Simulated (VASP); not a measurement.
# InAs (F-43m) in VASP: further runs

InAs is run at these levels: PBE; tasks: electric field gradients.

Everything below comes from runs of VASP 6.6.1. Logs are shortened: lines on timing, memory, paths and dates and some standing lists are left out, and cuts for length are marked.

### Step 1. The cell of the first run

It takes space group F-43m (No. 216, cubic). The conventional cell has a = 5.966 Å, b = 5.966 Å, c = 5.966 Å, α = 90.00°, β = 90.00°, γ = 90.00°. Within 3.4 Å of In (site symmetry -43m) lie 4 As at 2.58 Å. Within 3.4 Å of As (site symmetry -43m) lie 4 In at 2.58 Å.

### Step 2. Electric field gradients, PBE (volume scaled by 0.96)

Input file INCAR:

```
SYSTEM = InAs
ALGO     = Normal         ! electronic algorithm
EDIFF    = 1E-8           ! SCF threshold, eV
ENCUT    = 520            ! plane-wave cutoff, eV
GGA      = PE             ! functional
ISIF     = 2              ! what is computed and relaxed
ISMEAR   = -1             ! smearing method
LASPH    = .True.         ! aspherical terms in the spheres
LCHARG   = .False.        ! write CHGCAR
LEFG     = .True.       
LREAL    = .False.        ! projectors in reciprocal space
LWAVE    = .False.        ! write WAVECAR
NBANDS   = 16             ! bands
NELM     = 60             ! most SCF steps
PREC     = Accurate       ! precision mode
SIGMA    = 0.08           ! smearing width, eV
```

Input file KPOINTS:

```
k-points
0
Gamma
  10 10 10
  0 0 0
```

Input file POSCAR:

```
InAs
1.0
    0.0000000000      2.9831301251      2.9831301251
    2.9831301251      0.0000000000      2.9831301251
    2.9831301251      2.9831301251      0.0000000000
In As
1 1
Direct
    0.0000000000      0.0000000000      0.0000000000
    0.7500000000      0.7500000000      0.7500000000
```

Potentials or basis: VASP PAW PBE potentials, release 64 (In_d, As).

Run with:

```bash
> cat potpaw_PBE.64/In_d/POTCAR potpaw_PBE.64/As/POTCAR > POTCAR
> mpirun -np 1 vasp_std > vasp.out
```

OUTCAR:

```text
SYSTEM = InAs
   EDIFF = 1E-8
   ENCUT = 520
   GGA = PE
   ISIF = 2
   ISMEAR = -1
   LASPH = .True.
   LREAL = .False.
   NELM = 60
   PREC = Accurate

 ion  position               nearest neighbor table
   1  0.000  0.000  0.000-   2 2.58   2 2.58   2 2.58   2 2.58
   2  0.750  0.750  0.750-   1 2.58   1 2.58   1 2.58   1 2.58

  LATTYP: Found a face centered cubic cell.
 ALAT       =     5.9662602502

  Lattice vectors:

 A1 = (   0.0000000000,   2.9831301251,   2.9831301251)
 A2 = (   2.9831301251,   0.0000000000,   2.9831301251)
 A3 = (   2.9831301251,   2.9831301251,   0.0000000000)

Analysis of symmetry for initial positions (statically):
=====================================================================
 Subroutine PRICEL returns:
 Original cell was already a primitive cell.

 Routine SETGRP: Setting up the symmetry group for a
 face centered cubic supercell.

 Subroutine GETGRP returns: Found 24 space group operations
 (whereof 24 operations were pure point group operations)
 out of a pool of 48 trial point group operations.

The static configuration has the point symmetry T_d .

Analysis of symmetry for dynamics (positions and initial velocities):
=====================================================================
 Subroutine PRICEL returns:
 Original cell was already a primitive cell.

 Routine SETGRP: Setting up the symmetry group for a
 face centered cubic supercell.

 Subroutine GETGRP returns: Found 24 space group operations
 (whereof 24 operations were pure point group operations)
 out of a pool of 48 trial point group operations.

The dynamic configuration has the point symmetry T_d .

 Subroutine INISYM returns: Found 24 space group operations
 (whereof 24 operations are pure point group operations),
 and found     1 'primitive' translations

----------------------------------------------------------------------------------------

                                     Primitive cell

  volume of cell :      53.0941

  direct lattice vectors                    reciprocal lattice vectors
     0.000000000  2.983130125  2.983130125    -0.167609182  0.167609182  0.167609182
     2.983130125  0.000000000  2.983130125     0.167609182 -0.167609182  0.167609182
     2.983130125  2.983130125  0.000000000     0.167609182  0.167609182 -0.167609182

  length of vectors
     4.218783081  4.218783081  4.218783081     0.290307619  0.290307619  0.290307619

  position of ions in fractional coordinates (direct lattice)
     0.000000000  0.000000000  0.000000000
     0.750000000  0.750000000  0.750000000

  ion indices of the primitive-cell ions
   primitive index   ion index
                 1           1
                 2           2

----------------------------------------------------------------------------------------

 KPOINTS: k-points

Automatic generation of k-mesh.
 Grid dimensions read from file:
 generate k-points for:   10   10   10

 Generating k-lattice:

  Cartesian coordinates                     Fractional coordinates (reciprocal lattice)
    -0.016760918  0.016760918  0.016760918     0.100000000  0.000000000  0.000000000
     0.016760918 -0.016760918  0.016760918     0.000000000  0.100000000  0.000000000
     0.016760918  0.016760918 -0.016760918     0.000000000  0.000000000  0.100000000

  Length of vectors
     0.029030762  0.029030762  0.029030762

  Shift w.r.t. Gamma in fractional coordinates (k-lattice)
     0.000000000  0.000000000  0.000000000

 Subroutine IBZKPT returns following result:
 ===========================================

 Found     47 irreducible k-points:

 Following reciprocal coordinates:
            Coordinates               Weight
  0.000000  0.000000  0.000000      1.000000
  0.100000  0.000000  0.000000      8.000000
  0.200000  0.000000  0.000000      8.000000
  0.300000  0.000000  0.000000      8.000000
  0.400000  0.000000  0.000000      8.000000
  0.500000  0.000000  0.000000      4.000000
[... 16 lines left out ...]
  0.300000  0.300000  0.000000      6.000000
  0.400000  0.300000  0.000000     24.000000
 [... further k-points ...]
   k-points           NKPTS =     47   k-points in BZ     NKDIM =     47   number of bands    NBANDS=     16
   number of dos      NEDOS =    301   number of ions     NIONS =      2
   total plane-waves  NPLWV =  32768
   dimension x,y,z NGX =    32 NGY =   32 NGZ =   32
   dimension x,y,z NGXF=    64 NGYF=   64 NGZF=   64
   ions per type =               1   1
   NGX,Y,Z   is equivalent  to a cutoff of  12.61, 12.61, 12.61 a.u.
   NGXF,Y,Z  is equivalent  to a cutoff of  25.22, 25.22, 25.22 a.u.
 SYSTEM =  InAs
   PREC   = accura    normal or accurate (medium, high low for compatibility)
   ISTART =      0    job   : 0-new  1-cont  2-samecut
   ICHARG =      2    charge: 1-file 2-atom 10-const
   ISPIN  =      1    spin polarized calculation?
   LNONCOLLINEAR =      F non collinear calculations
   LSORBIT =      F    spin-orbit coupling
   LASPH  =      T    aspherical Exc in radial PAW
   ENCUT  =  520.0 eV  38.22 Ry    6.18 a.u.   7.84  7.84  7.84*2*pi/ulx,y,z
   NELM   =     60;   NELMIN=  2; NELMDL= -5     # of ELM steps
   EDIFF  = 0.1E-07   stopping-criterion for ELM
   LREAL  =      F    real-space projection
   EDIFFG = 0.1E-06   stopping-criterion for IOM
   NSW    =      0    number of steps for IOM
   IBRION =     -1    ionic relax: 0-MD 1-quasi-New 2-CG
   NFREE  =      0    steps in history (QN), initial steepest desc. (CG)
   ISIF   =      2    stress and relaxation
   ISYM   =      2    0-nonsym 1-usesym 2-fastsym
   POTIM  = 0.5000    time-step for ionic-motion
   TEBEG  =    0.0;   TEEND  =   0.0 temperature during run
   PSTRESS=    0.0 pullay stress
   NELECT =      18.0000    total number of electrons
   NUPDOWN=      -1.0000    fix difference up-down
   EMIN   =  10.00;   EMAX   =-10.00  energy-range for DOS
   EFERMI =   0.00;   METHOD = LEGACY
   ISMEAR =    -1;   SIGMA  =   0.08  broadening in eV -4-tet -1-fermi 0-gaus
   EFERMI_NEDOS =   21; number of points for ismear=-14 and -15
   IALGO  =     38    algorithm
   IMIX   =      4    mixing-type and parameters
     AMIX     =   0.40;   BMIX     =  1.00
     AMIX_MAG =   1.60;   BMIX_MAG =  1.00
  volume/ion in A,a.u.               =      26.55       179.15
  Fermi-wavevector in a.u.,A,eV,Ry     =   1.141520  2.157160 17.729311  1.303068
  Thomas-Fermi vector in A             =   2.278220
   LORBIT       =      0    0 simple, 1 ext, 2 COOP (PROOUT), +10 PAW based schemes
   GGA     = PE    functional components
   LHFCALC =     F    Hartree Fock is set to
   AEXX    =    0.0000 exact exchange contribution
   IVDW    =     0    specifies the selected vdW correction
   LEPSILON=     F    determine dielectric tensor
   LRPA    =     F    only Hartree local field effects (RPA)
 non-spin polarized calculation
  energy-cutoff  :      520.00
  volume of cell :       53.09
 maximum number of plane-waves:      1459
   NGX = 15   NGY = 15   NGZ = 15

 number of electron      18.0000004 magnetization

 Free energy of the ion-electron system (eV)
  ---------------------------------------------------
  ext. energy  EPLUGINS =         0.00000000
  ---------------------------------------------------
  free energy    TOTEN  =        -7.59859838 eV

  energy without entropy =       -7.59791372  energy(sigma->0) =       -7.59825605

 E-fermi :   5.0967     XC(G=0):  -9.2713

 val. band max:        4.9390758260   @ k =   0.0000   0.0000   0.0000
 cond. band min:       5.9721554691   @ k =   0.5000   0.0000   0.0000
 fundamental gap:      1.0330796432
 Fermi energy:         5.0967354165

 k-point     1 :       0.0000    0.0000    0.0000
  band No.  band energies     occupation
      1      -9.5546      2.00000
      2      -9.5546      2.00000
      3      -9.5546      2.00000
      4      -9.4109      2.00000
      5      -9.4109      2.00000
      6      -7.2045      2.00000
[... 8 lines left out ...]
     15      14.7120      0.00000
     16      14.7120      0.00000
[... 419 lines left out ...]
 k-point    24 :       0.4000    0.3000    0.0000
  band No.  band energies     occupation
      1      -9.7262      2.00000
      2      -9.4854      2.00000
      3      -9.4825      2.00000
      4      -9.4424      2.00000
      5      -9.3912      2.00000
      6      -5.6311      2.00000
[... 8 lines left out ...]
     15      16.1193      0.00000
     16      17.2708      0.00000

 [... further k-points ...]

------------------------ aborting loop because EDIFF is reached ----------------------------------------

  FORCE on cell =-STRESS in cart. coord.  units (eV):
  Direction    XX          YY          ZZ          XY          YZ          ZX
  --------------------------------------------------------------------------------------
  -------------------------------------------------------------------------------------
  Total        2.2934986      2.2934986      2.2934986      0.0000000     -0.0000000      0.0000000
  in kB       69.2089827     69.2089827     69.2089827      0.0000000     -0.0000000      0.0000000
  external PRESSURE =      69.2089827 kB  Pullay stress =       0.0000000 kB

 VOLUME and BASIS-vectors are now :
 -----------------------------------------------------------------------------
  energy-cutoff  :      520.00
  volume of cell :       53.09
      direct lattice vectors                 reciprocal lattice vectors
     0.000000000  2.983130125  2.983130125    -0.167609182  0.167609182  0.167609182
     2.983130125  0.000000000  2.983130125     0.167609182 -0.167609182  0.167609182
     2.983130125  2.983130125  0.000000000     0.167609182  0.167609182 -0.167609182

 POSITION                                       TOTAL-FORCE (eV/Angst)
 -----------------------------------------------------------------------------------
      0.00000      0.00000      0.00000        -0.000000     -0.000000     -0.000000
      4.47470      4.47470      4.47470         0.000000      0.000000      0.000000
 -----------------------------------------------------------------------------------
    total drift:                                0.000000      0.000000      0.000000

  FREE ENERGIE OF THE ION-ELECTRON SYSTEM (eV)
  ---------------------------------------------------
  free  energy   TOTEN  =        -7.5985983786 eV

  energy  without entropy=       -7.5979137245  energy(sigma->0) =       -7.59825605

 Electric field gradients (V/A^2)
---------------------------------------------------------------------
 ion       V_xx      V_yy      V_zz      V_xy      V_xz      V_yz
---------------------------------------------------------------------
   1      -0.000     0.000    -0.000     0.001     0.001     0.001
   2       0.000     0.000    -0.000     0.000     0.000     0.000
---------------------------------------------------------------------

 Electric field gradients after diagonalization (V/A^2)
 (convention: |V_zz| > |V_xx| > |V_yy|)
----------------------------------------------------------------------
 ion       V_xx      V_yy      V_zz     asymmetry (V_yy - V_xx)/ V_zz
----------------------------------------------------------------------
   1      -0.001    -0.001     0.003       0.000
   2      -0.000    -0.000     0.000       0.000
----------------------------------------------------------------------

           NMR quadrupolar parameters

 Cq : quadrupolar parameter    Cq=e*Q*V_zz/h
 eta: asymmetry parameters     (V_yy - V_xx)/ V_zz
 Q  : nuclear electric quadrupole moment in mb (millibarn)
----------------------------------------------------------------------
 ion       Cq(MHz)       eta       Q (mb)
----------------------------------------------------------------------
   1       0.000       0.000       1.000
   2       0.000       0.000       1.000
----------------------------------------------------------------------
```

It took 15 s on 1 thread of Intel Xeon 6975P-C (Granite Rapids), shared host; peak memory 0.2 GiB.

Results:

```yaml
Free_energy: -7.5986 eV
Pressure: 6.9 GPa
```

Levels at points of the mesh, in eV from the Fermi level:
| k point | band 7 | band 8 | band 9 | band 10 | band 11 | band 12 |
| --- | --- | --- | --- | --- | --- | --- |
| (0.00, 0.00, 0.00) | -0.17 | -0.17 | -0.17 | -0.16 | 3.75 | 3.75 |
| (0.50, 0.00, 0.00) | -6.15 | -1.22 | -1.22 | 0.88 | 4.53 | 4.53 |
| (0.50, 0.50, 0.00) | -6.19 | -2.63 | -2.63 | 1.31 | 1.89 | 9.28 |

Caveat: without QUAD_EFG the Cq values of the log hold for a quadrupole moment of 1 mb, not for the nuclei; spin-orbit coupling is left out, which moves the levels of the heavy elements.

### Step 3. Electric field gradients, PBE (volume scaled by 0.98)

Input file INCAR:

```
SYSTEM = InAs
  PREC = Accurate
  ENCUT = 520
  EDIFF = 1E-8
  ISMEAR = -1
  SIGMA = 0.08
  LREAL = .FALSE.
  LASPH = .TRUE.
  NELM = 100
  ALGO = Normal
  ISIF = 2
  LWAVE = .FALSE.
  LCHARG = .FALSE.
  GGA = PE
  LEFG = .TRUE.
  NBANDS = 16
```

Input file KPOINTS:

```
regular mesh
0
G
  10 10 10
  0 0 0
```

Input file POSCAR:

```
InAs
1.0
    0.0000000000      3.0037040865      3.0037040865
    3.0037040865      0.0000000000      3.0037040865
    3.0037040865      3.0037040865      0.0000000000
In As
1 1
Direct
    0.0000000000      0.0000000000      0.0000000000
    0.7500000000      0.7500000000      0.7500000000
```

Potentials or basis: VASP PAW PBE potentials, release 64 (In_d, As).

Run with:

```bash
> cat potpaw_PBE.64/In_d/POTCAR potpaw_PBE.64/As/POTCAR > POTCAR
> mpirun -np 1 vasp_std > vasp.out
```

OUTCAR:

```text
SYSTEM = InAs
   PREC = Accurate
   ENCUT = 520
   EDIFF = 1E-8
   ISMEAR = -1
   LREAL = .FALSE.
   LASPH = .TRUE.
   NELM = 100
   ISIF = 2
   GGA = PE

 ion  position               nearest neighbor table
   1  0.000  0.000  0.000-   2 2.60   2 2.60   2 2.60   2 2.60
   2  0.750  0.750  0.750-   1 2.60   1 2.60   1 2.60   1 2.60

  LATTYP: Found a face centered cubic cell.
 ALAT       =     6.0074081730

  Lattice vectors:

 A1 = (   0.0000000000,   3.0037040865,   3.0037040865)
 A2 = (   3.0037040865,   0.0000000000,   3.0037040865)
[... 667 lines left out ...]
  ---------------------------------------------------
  free  energy   TOTEN  =        -7.6410737389 eV

  energy  without entropy=       -7.6403690004  energy(sigma->0) =       -7.64072137

 Electric field gradients (V/A^2)
---------------------------------------------------------------------
 ion       V_xx      V_yy      V_zz      V_xy      V_xz      V_yz
---------------------------------------------------------------------
   1       0.000    -0.000    -0.000     0.001     0.001     0.001
   2      -0.000     0.000    -0.000     0.000     0.000     0.000
---------------------------------------------------------------------

 Electric field gradients after diagonalization (V/A^2)
 (convention: |V_zz| > |V_xx| > |V_yy|)
----------------------------------------------------------------------
 ion       V_xx      V_yy      V_zz     asymmetry (V_yy - V_xx)/ V_zz
----------------------------------------------------------------------
   1      -0.001    -0.001     0.001       0.000
   2      -0.000    -0.000     0.000       0.000
----------------------------------------------------------------------

           NMR quadrupolar parameters

 Cq : quadrupolar parameter    Cq=e*Q*V_zz/h
 eta: asymmetry parameters     (V_yy - V_xx)/ V_zz
 Q  : nuclear electric quadrupole moment in mb (millibarn)
----------------------------------------------------------------------
 ion       Cq(MHz)       eta       Q (mb)
----------------------------------------------------------------------
   1       0.000       0.000       1.000
   2       0.000       0.000       1.000
----------------------------------------------------------------------
```

Run time: 15 s. Hardware: 1 thread of Intel Xeon 6975P-C (Granite Rapids), shared host; peak memory 0.19 GiB.

Results:

| Quantity | Value |
| --- | --- |
| Free energy | -7.6411 eV |
| Pressure | 5.4 GPa |
| Band gap on the k mesh | zero (filled and empty bands touch) |

Caveat: without QUAD_EFG the Cq values of the log hold for a quadrupole moment of 1 mb, not for the nuclei; spin-orbit coupling is left out, which moves the levels of the heavy elements.

(Part 1 of 3 ends here.)
